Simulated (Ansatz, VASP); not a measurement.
Mg: VASP beside Ansatz

```xyz
1
Lattice="2.4565 0.0000 0.0000 0.0000 2.4565 0.0000 0.0000 0.0000 2.4565" Properties=species:S:1:pos:R:3 pbc="T T T"
Mg    0.0000    0.0000    0.0000
```

Change from the starting cell: volume scaled by 0.55, LAPW.

Alike in both runs: task single point; functional PBEsol; k mesh 13 × 13 × 13; occupations fermi-dirac, width 0.1 eV; no spin polarisation.

|  | VASP | Ansatz |
| --- | --- | --- |
| version | VASP 6.6.1 | Ansatz 0.2.0 |
| potentials or method | VASP PAW PBE potentials, release 64 (Mg), cutoff 520 eV | all-electron LAPW, scalar-relativistic |

Ansatz gave:

| Property | Result |
| --- | --- |
| pressure (GPa) | 43.6 |

Q: What did VASP give for the same quantities?

A: Pressure (GPa): 44.3.

VASP's potentials were made for PBE, not for PBEsol. Both programs put the cell under a high pressure, so it lies far from rest at this level. Ansatz ran all-electron here, and VASP with PAW potentials.
